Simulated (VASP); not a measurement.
Crystal: Hf.

```xyz
1
Lattice="0.0000 2.2229 2.2229 2.2229 0.0000 2.2229 2.2229 2.2229 0.0000" Properties=species:S:1:pos:R:3 pbc="T T T"
Hf    0.0000    0.0000    0.0000
```

- Program: VASP 6.6.1
- Task: relaxation of cell and atoms
- Functional: PBEsol
- Potentials or basis: VASP PAW PBE potentials, release 64 (Hf_pv)
- Cutoff: 600 eV
- k mesh: 16 × 16 × 16
- Occupations: gaussian, width 0.1 eV
- Spin: no spin polarisation

At the start: pressure -2.4 GPa; volume 21.97 Å³/atom.

Where does the relaxation end?

Over 3 steps the energy falls by 3.7 meV/atom and the volume is 21.48 Å³/atom (-2.2 %); space group Fm-3m (No. 225, to 0.05 Å).

Step by step:
```csv
step,energy change (eV),largest force (eV/Å),pressure (GPa),volume (Å³)
1,0.0000,0.0000,-2.37,21.97
2,0.0008,0.0000,2.82,20.95
3,-0.0037,0.0000,-0.01,21.48
```

Final structure:
```cif
data_structure
_symmetry_space_group_name_H-M 'P 1'
_symmetry_Int_Tables_number 1
_cell_length_a 3.1200
_cell_length_b 3.1200
_cell_length_c 3.1200
_cell_angle_alpha 60.000
_cell_angle_beta 60.000
_cell_angle_gamma 60.000
_cell_volume 21.48
loop_
_atom_site_label
_atom_site_type_symbol
_atom_site_fract_x
_atom_site_fract_y
_atom_site_fract_z
_atom_site_occupancy
Hf1 Hf 0.00000 0.00000 0.00000 1
```

Caveat: the PAW data sets were made with another functional, which shifts forces and pressure a little.
